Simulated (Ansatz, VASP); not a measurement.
# Au: VASP beside Ansatz

Contents of INCAR:

```
SYSTEM = Au
ALGO     = Fast           ! electronic algorithm
EDIFF    = 1E-7           ! SCF threshold, eV
EDIFFG   = -0.01          ! ionic threshold
ENCUT    = 600            ! plane-wave cutoff, eV
GGA      = PE             ! functional
IBRION   = 2              ! ionic algorithm
ISIF     = 3              ! what is computed and relaxed
ISMEAR   = 0              ! smearing method
LASPH    = .True.         ! aspherical terms in the spheres
LCHARG   = .False.        ! write CHGCAR
LREAL    = .False.        ! projectors in reciprocal space
LWAVE    = .False.        ! write WAVECAR
NELM     = 80             ! most SCF steps
NSW      = 100            ! ionic steps
PREC     = Accurate       ! precision mode
SIGMA    = 0.1            ! smearing width, eV
```

The input KPOINTS:

```
k-points
0
Gamma
  12 12 12
  0 0 0
```

POSCAR

```
Au
1.0
    0.0000000000      3.1846898151      3.1846898151
    3.1846898151      0.0000000000      3.1846898151
    3.1846898151      3.1846898151      0.0000000000
Au
3
Direct
    0.0000000000      0.0000000000      0.0000000000
    0.7500000000      0.7500000000      0.7500000000
    0.2500000000      0.2500000000      0.2500000000
```

Input for Ansatz:

```yaml
crystal:
  lattice:
    - [0.0, 3.1846898151, 3.1846898151]
    - [3.1846898151, 0.0, 3.1846898151]
    - [3.1846898151, 3.1846898151, 0.0]
  atoms:
    - { symbol: Au, position: [0.0, 0.0, 0.0] }
    - { symbol: Au, position: [0.75, 0.75, 0.75] }
    - { symbol: Au, position: [0.25, 0.25, 0.25] }
basis:
  ecutwfc: 420
kpoints:
  mp_grid: { grid: [12, 12, 12] }
hamiltonian:
  xc: pbe
scf:
  occupations: { method: gaussian, width: 0.1 }
output:
  forces: true
  stress: true
  eigenvalues: true
  write_density: true
  write_potential: true
  elf: true
  volumetric_format: npy
relax:
  adjacent_minimum: "off"
  f_tol: 0.01
  max_steps: 80
  cell: { stress_tol: 0.05 }
```

Alike in both runs: task relaxation of cell and atoms; functional PBE; k mesh 12 × 12 × 12; occupations gaussian, width 0.1 eV; no spin polarisation.

|  | VASP | Ansatz |
| --- | --- | --- |
| version | VASP 6.6.1 | Ansatz 0.2.0 |
| potentials or method | VASP PAW PBE potentials, release 64 (Au), cutoff 600 eV | scalar-relativistic, plane waves, PAW |
| valence electrons in the cell | 33 | 57 |

```tsv
	VASP	Ansatz	Ansatz less VASP
gap on the k mesh at the Fermi level, each at its own relaxed structure (eV)	none	none	-
relaxed volume (Å³/atom)	21.46	21.48	+0.020
relaxed cell length with the largest relative difference (Å)	4.499	4.500	+0.0014
```

A gap of «none» marks a metal or a gap that the smearing closes. VASP's potentials hold 33 valence electrons a cell and Ansatz's 57, so a difference there can come from the potentials and not from the codes.

Neither program's run includes spin-orbit coupling.
